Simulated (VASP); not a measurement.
# W (Im-3m) in VASP: further runs

Runs on W. Level: LDA. Tasks: single point.

All numbers are computed with VASP 6.6.1; they aren't measurements. Logs are shortened: lines on timing, memory, paths and dates and some standing lists are left out, and cuts for length are marked.

### 1 The cell of the first run

Symmetry: Im-3m, No. 229, cubic system. Conventional cell: a = 3.135 Å, b = 3.135 Å, c = 3.135 Å, α = 90.00°, β = 90.00°, γ = 90.00°. Within 3.6 Å of W (site symmetry m-3m) lie 14 W at 2.72 to 3.14 Å.

### 2 Single point, LDA, non-collinear spin, zero start, spin-orbit coupling

Contents of INCAR:

```
  PREC = Accurate
  ENCUT = 520
  EDIFF = 1E-6
  ISMEAR = -1
  SIGMA = 0.1
  LREAL = F
  LASPH = T
  NELM = 150
  ALGO = Normal
  ISIF = 2
  LWAVE = F
  LCHARG = F
  MAGMOM = 0 0 0
  LORBIT = 11
  LSORBIT = T
  GGA_COMPAT = F
  LORBMOM = T
  LMAXMIX = 4
  NBANDS = 25
```

Contents of KPOINTS:

```
Automatic mesh
0
Gamma
  14 14 14
```

Contents of POSCAR:

```
W
1.0
   -1.5676867249      1.5676867249      1.5676867249
    1.5676867249     -1.5676867249      1.5676867249
    1.5676867249      1.5676867249     -1.5676867249
W
1
Direct
    0.0000000000      0.0000000000      0.0000000000
```

Potentials or basis: VASP PAW LDA potentials, release 64 (W_sv).

Started as:

```
cat potpaw_LDA.64/W_sv/POTCAR > POTCAR
mpirun -np 1 vasp_ncl > vasp.out
```

OUTCAR:

```text
PREC = Accurate
   ENCUT = 520
   EDIFF = 1E-6
   ISMEAR = -1
   LREAL = F
   LASPH = T
   NELM = 150
   ISIF = 2
   LORBIT = 11
   LSORBIT = T

 ion  position               nearest neighbor table
   1  0.000  0.000  0.000-

  LATTYP: Found a body centered cubic cell.
 ALAT       =     3.1353734498

  Lattice vectors:

 A1 = (  -1.5676867249,   1.5676867249,   1.5676867249)
 A2 = (   1.5676867249,  -1.5676867249,   1.5676867249)
 A3 = (   1.5676867249,   1.5676867249,  -1.5676867249)

Analysis of symmetry for initial positions (statically):
=====================================================================
 Subroutine PRICEL returns:
 Original cell was already a primitive cell.

 Routine SETGRP: Setting up the symmetry group for a
 body centered cubic supercell.

 Subroutine GETGRP returns: Found 48 space group operations
 (whereof 48 operations were pure point group operations)
 out of a pool of 48 trial point group operations.

The static configuration has the point symmetry O_h .

Analysis of symmetry for dynamics (positions and initial velocities):
=====================================================================
 Subroutine PRICEL returns:
 Original cell was already a primitive cell.

 Routine SETGRP: Setting up the symmetry group for a
 body centered cubic supercell.

 Subroutine GETGRP returns: Found 48 space group operations
 (whereof 48 operations were pure point group operations)
 out of a pool of 48 trial point group operations.

The dynamic configuration has the point symmetry O_h .

Analysis of structural, dynamic, and magnetic symmetry:
=====================================================================
 Subroutine PRICEL returns:
 Original cell was already a primitive cell.

 Routine SETGRP: Setting up the symmetry group for a
 body centered cubic supercell.

 Subroutine GETGRP returns: Found 48 space group operations
 (whereof 48 operations were pure point group operations)
 out of a pool of 48 trial point group operations.

The overall configuration has the point symmetry O_h .

 Subroutine INISYM returns: Found 48 space group operations
 (whereof 48 operations are pure point group operations),
 and found     1 'primitive' translations

----------------------------------------------------------------------------------------

                                     Primitive cell

  volume of cell :      15.4112

  direct lattice vectors                    reciprocal lattice vectors
    -1.567686725  1.567686725  1.567686725     0.000000000  0.318941273  0.318941273
     1.567686725 -1.567686725  1.567686725     0.318941273  0.000000000  0.318941273
     1.567686725  1.567686725 -1.567686725     0.318941273  0.318941273  0.000000000

  length of vectors
     2.715313058  2.715313058  2.715313058     0.451051074  0.451051074  0.451051074

  position of ions in fractional coordinates (direct lattice)
     0.000000000  0.000000000  0.000000000

  ion indices of the primitive-cell ions
   primitive index   ion index
                 1           1

----------------------------------------------------------------------------------------

 KPOINTS: Automatic mesh

Automatic generation of k-mesh.
 Grid dimensions read from file:
 generate k-points for:   14   14   14

 Generating k-lattice:

  Cartesian coordinates                     Fractional coordinates (reciprocal lattice)
     0.000000000  0.022781520  0.022781520     0.071428571  0.000000000  0.000000000
     0.022781520  0.000000000  0.022781520     0.000000000  0.071428571  0.000000000
     0.022781520  0.022781520  0.000000000     0.000000000  0.000000000  0.071428571

  Length of vectors
     0.032217934  0.032217934  0.032217934

  Shift w.r.t. Gamma in fractional coordinates (k-lattice)
     0.000000000  0.000000000  0.000000000

 Subroutine IBZKPT returns following result:
 ===========================================

 Found    104 irreducible k-points:

 Following reciprocal coordinates:
            Coordinates               Weight
  0.000000  0.000000  0.000000      1.000000
[... 44 lines left out ...]
   EDIFFG = 0.1E-04   stopping-criterion for IOM
   NSW    =      0    number of steps for IOM
   IBRION =     -1    ionic relax: 0-MD 1-quasi-New 2-CG
   NFREE  =      0    steps in history (QN), initial steepest desc. (CG)
   ISIF   =      2    stress and relaxation
   ISYM   =      2    0-nonsym 1-usesym 2-fastsym
   POTIM  = 0.5000    time-step for ionic-motion
   TEBEG  =    0.0;   TEEND  =   0.0 temperature during run
   PSTRESS=    0.0 pullay stress
   NELECT =      14.0000    total number of electrons
   NUPDOWN=      -1.0000    fix difference up-down
   EMIN   =  10.00;   EMAX   =-10.00  energy-range for DOS
   EFERMI =   0.00;   METHOD = LEGACY
   ISMEAR =    -1;   SIGMA  =   0.10  broadening in eV -4-tet -1-fermi 0-gaus
   EFERMI_NEDOS =   21; number of points for ismear=-14 and -15
   IALGO  =     38    algorithm
   IMIX   =      4    mixing-type and parameters
     AMIX     =   0.40;   BMIX     =  1.00
     AMIX_MAG =   1.60;   BMIX_MAG =  1.00
  volume/ion in A,a.u.               =      15.41       104.00
  Fermi-wavevector in a.u.,A,eV,Ry     =   1.585519  2.996197 34.203303  2.513872
  Thomas-Fermi vector in A             =   2.684971
   LORBIT       =     11    0 simple, 1 ext, 2 COOP (PROOUT), +10 PAW based schemes
   GGA     = CA    functional components
   LHFCALC =     F    Hartree Fock is set to
   AEXX    =    0.0000 exact exchange contribution
   IVDW    =     0    specifies the selected vdW correction
   LEPSILON=     F    determine dielectric tensor
   LRPA    =     F    only Hartree local field effects (RPA)
  energy-cutoff  :      520.00
  volume of cell :       15.41
 maximum number of plane-waves:       864
   NGX =  9   NGY =  9   NGZ =  9

 number of electron      14.0000000 magnetization       0.0000000      0.0000000      0.0000000

 number of electron      14.0000004 magnetization      -0.0000000     -0.0000000     -0.0000000

 number of electron      14.0000004 magnetization      -0.0000000      0.0000000      0.0000000

 number of electron      14.0000004 magnetization       0.0000000     -0.0000000     -0.0000000

 Free energy of the ion-electron system (eV)
  ---------------------------------------------------
  ext. energy  EPLUGINS =         0.00000000
  ---------------------------------------------------
  free energy    TOTEN  =       -14.94080917 eV

  energy without entropy =      -14.92203908  energy(sigma->0) =      -14.93142413

 E-fermi :  11.8077     XC(G=0): -13.9865

 val. band max:       11.7774046843   @ k =  -0.4286   0.5000   0.2857
 cond. band min:      11.8888698456   @ k =  -0.2857   0.2857   0.1429
 fundamental gap:      0.1114651613
 Fermi energy:        11.8077465215

 k-point     1 :       0.0000    0.0000    0.0000
  band No.  band energies     occupation
      1     -61.9844      1.00000
      2     -61.9844      1.00000
      3     -31.8696      1.00000
      4     -31.8696      1.00000
      5     -22.8308      1.00000
      6     -22.8308      1.00000
[... 661 lines left out ...]
     24      24.4821      0.00000
     25      29.3547      0.00000

 [... further k-points ...]

------------------------ aborting loop because EDIFF is reached ----------------------------------------

  FORCE on cell =-STRESS in cart. coord.  units (eV):
  Direction    XX          YY          ZZ          XY          YZ          ZX
  --------------------------------------------------------------------------------------
  -------------------------------------------------------------------------------------
  Total        0.2694766      0.2694766      0.2694766      0.0000000      0.0000000      0.0000000
  in kB       28.0152056     28.0152056     28.0152056      0.0000000      0.0000000      0.0000000
  external PRESSURE =      28.0152056 kB  Pullay stress =       0.0000000 kB

 VOLUME and BASIS-vectors are now :
 -----------------------------------------------------------------------------
  energy-cutoff  :      520.00
  volume of cell :       15.41
      direct lattice vectors                 reciprocal lattice vectors
    -1.567686725  1.567686725  1.567686725     0.000000000  0.318941273  0.318941273
     1.567686725 -1.567686725  1.567686725     0.318941273  0.000000000  0.318941273
     1.567686725  1.567686725 -1.567686725     0.318941273  0.318941273  0.000000000

 POSITION                                       TOTAL-FORCE (eV/Angst)
 -----------------------------------------------------------------------------------
      0.00000      0.00000      0.00000         0.000000      0.000000      0.000000
 -----------------------------------------------------------------------------------
    total drift:                                0.000000     -0.000000      0.000000

  FREE ENERGIE OF THE ION-ELECTRON SYSTEM (eV)
  ---------------------------------------------------
  free  energy   TOTEN  =       -14.9408091679 eV

  energy  without entropy=      -14.9220390833  energy(sigma->0) =      -14.93142413

 orbital moment (x)

 # of ion     p       d       tot
 ----------------------------------------
  1         0.000   0.000   0.000
 ----------------------------------------
            0.000   0.000   0.000

 orbital moment (y)

 # of ion     p       d       tot
 ----------------------------------------
  1         0.000   0.000   0.000
 ----------------------------------------
            0.000   0.000   0.000

 orbital moment (z)

 # of ion     p       d       tot
 ----------------------------------------
  1         0.000   0.000   0.000
 ----------------------------------------
            0.000   0.000   0.000

 Spin-Orbit-Coupling matrix elements

 Ion:    1  E_soc:     -1.6539630
 l=   1
     0.0000000    -0.2327640    -0.2327640
    -0.2327640     0.0000000    -0.2327640
    -0.2327640    -0.2327640     0.0000000
 l=   2
     0.0000000    -0.0111633     0.0000000    -0.0111633    -0.0317332
    -0.0111633     0.0000000    -0.0237999    -0.0111633    -0.0079333
     0.0000000    -0.0237999     0.0000000    -0.0237999     0.0000000
    -0.0111633    -0.0111633    -0.0237999     0.0000000    -0.0079333
    -0.0317332    -0.0079333     0.0000000    -0.0079333     0.0000000
 l=   3
     0.0000000     0.0000000     0.0000000     0.0000000     0.0000000     0.0000000     0.0000000
     0.0000000     0.0000000     0.0000000     0.0000000     0.0000000     0.0000000     0.0000000
     0.0000000     0.0000000     0.0000000     0.0000000     0.0000000     0.0000000     0.0000000
     0.0000000     0.0000000     0.0000000     0.0000000     0.0000000     0.0000000     0.0000000
     0.0000000     0.0000000     0.0000000     0.0000000     0.0000000     0.0000000     0.0000000
     0.0000000     0.0000000     0.0000000     0.0000000     0.0000000     0.0000000     0.0000000
     0.0000000     0.0000000     0.0000000     0.0000000     0.0000000     0.0000000     0.0000000

 total charge

# of ion       s       p       d       tot
------------------------------------------
    1        2.413   6.351   3.443  12.208

 magnetization (x)

# of ion       s       p       d       tot
------------------------------------------
    1        0.000   0.000   0.000   0.000

 magnetization (y)

# of ion       s       p       d       tot
------------------------------------------
    1        0.000   0.000   0.000   0.000

 magnetization (z)

# of ion       s       p       d       tot
------------------------------------------
    1        0.000   0.000   0.000   0.000
```

Run time: 36 s. Hardware: 1 thread of Intel Xeon Platinum 8488C (Sapphire Rapids), shared host; peak memory 0.18 GiB.

Results:

```
Free energy                                           : -14.9408 eV
Pressure                                              : 2.8 GPa
Net moment                                            : 0.00 μB per cell
Valence electrons inside the program's atomic spheres : W 12.21
```

Moments on the atoms (μB; x, y, z):
```
W   0.00 0.00 0.00
```

### 3 Single point, LDA

Contents of INCAR:

```
SYSTEM = W
ALGO = Normal
EDIFF = 1E-7
ENCUT = 520
ISIF = 2
ISMEAR = -1
LASPH = .True.
LCHARG = .True.
LELF = .True.
LREAL = .False.
LVHAR = .True.
LWAVE = .False.
NBANDS = 13
NELM = 60
PREC = Accurate
SIGMA = 0.1
```

Contents of KPOINTS:

```
k-points
0
Gamma
  2 2 2
  0 0 0
```

Contents of POSCAR:

```
W
1.0
   -1.5676867250      1.5676867250      1.5676867250
    1.5676867250     -1.5676867250      1.5676867250
    1.5676867250      1.5676867250     -1.5676867250
W
1
Direct
    0.0000000000      0.0000000000      0.0000000000
```

Potentials or basis: VASP PAW LDA potentials, release 64 (W_sv).

Started as:

```
cat potpaw_LDA.64/W_sv/POTCAR > POTCAR
mpirun -np 1 vasp_std > vasp.out
```

Run time: 1 s. Hardware: 1 thread of Intel Xeon 6975P-C (Granite Rapids), shared host; peak memory 0.11 GiB.

The run converged. Its results:

* Free energy: -13.2283 eV
* Pressure: 17.8 GPa
* Band gap on the k mesh: zero (band 7 reaches 16.70 eV, above the bottom of band 8 at 10.17 eV)

Levels at points of the mesh, in eV from the Fermi level:
| k point | band 3 | band 4 | band 5 | band 6 | band 7 | band 8 | band 9 | band 10 | band 11 | band 12 |
| --- | --- | --- | --- | --- | --- | --- | --- | --- | --- | --- |
| (0.00, 0.00, 0.00) | -39.49 | -39.49 | -11.04 | -2.97 | -2.97 | -2.97 | 0.53 | 0.53 | 13.34 | 13.34 |
| (0.50, 0.00, 0.00) | -39.94 | -39.50 | -7.91 | -5.31 | -0.43 | 0.45 | 1.39 | 4.56 | 9.87 | 10.33 |
| (0.50, 0.50, 0.50) | -40.46 | -40.46 | -7.58 | -7.58 | 3.56 | 3.56 | 3.56 | 7.19 | 7.19 | 7.19 |

Caveat: the k points lie up to 1.42 Å⁻¹ apart; spin-orbit coupling is left out, which moves the levels of the heavy elements.

### 4 Single point, LDA

Contents of INCAR:

```
PREC = Accurate
ENCUT = 520
EDIFF = 1E-7
ISMEAR = -1
SIGMA = 0.1
LREAL = False
LASPH = True
NELM = 60
ALGO = Normal
ISIF = 2
LWAVE = False
LCHARG = False
GGA = CA
NBANDS = 13
```

Contents of KPOINTS:

```
regular mesh
0
Gamma
  4 4 4
```

POSCAR is that of step 3.

Potentials or basis: VASP PAW LDA potentials, release 64 (W_sv).

Started as:

```
cat potpaw_LDA.64/W_sv/POTCAR > POTCAR
mpirun -np 1 vasp_std > vasp.out
```

OUTCAR:

```text
PREC = Accurate
   ENCUT = 520
   EDIFF = 1E-7
   ISMEAR = -1
   LREAL = False
   LASPH = True
   NELM = 60
   ISIF = 2
   GGA = CA

 ion  position               nearest neighbor table
   1  0.000  0.000  0.000-

  LATTYP: Found a body centered cubic cell.
 ALAT       =     3.1353734500

  Lattice vectors:

 A1 = (  -1.5676867250,   1.5676867250,   1.5676867250)
 A2 = (   1.5676867250,  -1.5676867250,   1.5676867250)
 A3 = (   1.5676867250,   1.5676867250,  -1.5676867250)

Analysis of symmetry for initial positions (statically):
=====================================================================
 Subroutine PRICEL returns:
 Original cell was already a primitive cell.

 Routine SETGRP: Setting up the symmetry group for a
 body centered cubic supercell.

 Subroutine GETGRP returns: Found 48 space group operations
 (whereof 48 operations were pure point group operations)
 out of a pool of 48 trial point group operations.

The static configuration has the point symmetry O_h .

Analysis of symmetry for dynamics (positions and initial velocities):
=====================================================================
 Subroutine PRICEL returns:
 Original cell was already a primitive cell.

 Routine SETGRP: Setting up the symmetry group for a
 body centered cubic supercell.

 Subroutine GETGRP returns: Found 48 space group operations
 (whereof 48 operations were pure point group operations)
 out of a pool of 48 trial point group operations.

The dynamic configuration has the point symmetry O_h .

 Subroutine INISYM returns: Found 48 space group operations
 (whereof 48 operations are pure point group operations),
 and found     1 'primitive' translations

----------------------------------------------------------------------------------------

                                     Primitive cell
[... 95 lines left out ...]
  Thomas-Fermi vector in A             =   2.684971
   LORBIT       =      0    0 simple, 1 ext, 2 COOP (PROOUT), +10 PAW based schemes
   GGA     = CA    functional components
   LHFCALC =     F    Hartree Fock is set to
   AEXX    =    0.0000 exact exchange contribution
   IVDW    =     0    specifies the selected vdW correction
   LEPSILON=     F    determine dielectric tensor
   LRPA    =     F    only Hartree local field effects (RPA)
 non-spin polarized calculation
  energy-cutoff  :      520.00
  volume of cell :       15.41
 maximum number of plane-waves:       420
   NGX =  9   NGY =  9   NGZ =  9

 number of electron      14.0000004 magnetization

 Free energy of the ion-electron system (eV)
  ---------------------------------------------------
  ext. energy  EPLUGINS =         0.00000000
  ---------------------------------------------------
  free energy    TOTEN  =       -13.96671780 eV

  energy without entropy =      -13.95383341  energy(sigma->0) =      -13.96027561

 E-fermi :  11.5738     XC(G=0): -13.9730

 val. band max:       11.2338533418   @ k =  -0.2500   0.2500   0.2500
 cond. band min:      11.8955595953   @ k =   0.5000   0.5000   0.2500
 fundamental gap:      0.6617062535
 Fermi energy:        11.5737581042

 k-point     1 :       0.0000    0.0000    0.0000
  band No.  band energies     occupation
      1     -61.8620      2.00000
      2     -25.6349      2.00000
      3     -25.6349      2.00000
      4     -25.6349      2.00000
      5       2.0289      2.00000
      6      10.4907      1.99996
      7      10.4907      1.99996
      8      10.4907      1.99996
      9      14.0284      0.00000
     10      14.0284      0.00000
     11      26.3552      0.00000
     12      26.3552      0.00000
     13      26.3552      0.00000
[... 98 lines left out ...]
  band No.  band energies     occupation
      1     -61.5884      2.00000
      2     -26.6409      2.00000
      3     -26.6409      2.00000
      4     -26.6409      2.00000
      5       5.6615      2.00000
      6       5.6615      2.00000
      7      17.1727      0.00000
      8      17.1727      0.00000
      9      17.1727      0.00000
     10      20.3285      0.00000
     11      20.3285      0.00000
     12      20.3285      0.00000
     13      28.4675      0.00000

------------------------ aborting loop because EDIFF is reached ----------------------------------------

  FORCE on cell =-STRESS in cart. coord.  units (eV):
  Direction    XX          YY          ZZ          XY          YZ          ZX
  --------------------------------------------------------------------------------------
  -------------------------------------------------------------------------------------
  Total        0.1179819      0.1179819      0.1179819      0.0000000      0.0000000     -0.0000000
  in kB       12.2655794     12.2655794     12.2655794      0.0000000      0.0000000     -0.0000000
  external PRESSURE =      12.2655794 kB  Pullay stress =       0.0000000 kB

 VOLUME and BASIS-vectors are now :
 -----------------------------------------------------------------------------
  energy-cutoff  :      520.00
  volume of cell :       15.41
      direct lattice vectors                 reciprocal lattice vectors
    -1.567686725  1.567686725  1.567686725     0.000000000  0.318941273  0.318941273
     1.567686725 -1.567686725  1.567686725     0.318941273  0.000000000  0.318941273
     1.567686725  1.567686725 -1.567686725     0.318941273  0.318941273  0.000000000

 POSITION                                       TOTAL-FORCE (eV/Angst)
 -----------------------------------------------------------------------------------
      0.00000      0.00000      0.00000         0.000000     -0.000000      0.000000
 -----------------------------------------------------------------------------------
    total drift:                                0.000000     -0.000000      0.000000

  FREE ENERGIE OF THE ION-ELECTRON SYSTEM (eV)
  ---------------------------------------------------
  free  energy   TOTEN  =       -13.9667178002 eV

  energy  without entropy=      -13.9538334117  energy(sigma->0) =      -13.96027561
```

stdout:

```text
POSCAR found type information on POSCAR W
 POSCAR found :  1 types and       1 ions
 scaLAPACK will be used
 LDA part: xc-table for (Slater(with rela. corr.)+CA(PZ))
 , standard interpolation
 POSCAR, INCAR and KPOINTS ok, starting setup
 FFT: planning ... GRIDC
 FFT: planning ... GRID_SOFT
 FFT: planning ... GRID
 WAVECAR not read
 entering main loop
```

Run time: 1.1 s. Hardware: 1 thread of Intel Xeon 6975P-C (Granite Rapids), shared host; peak memory 0.11 GiB.

Results:

| Property | Result |
| --- | --- |
| Free energy | -13.9667 eV |
| Pressure | 1.2 GPa |
| Band gap on the k mesh | zero (band 7 reaches 17.17 eV, above the bottom of band 8 at 10.49 eV) |

Caveat: the k points lie up to 0.71 Å⁻¹ apart; spin-orbit coupling is left out, which moves the levels of the heavy elements.

(Part 1 of 2 ends here.)
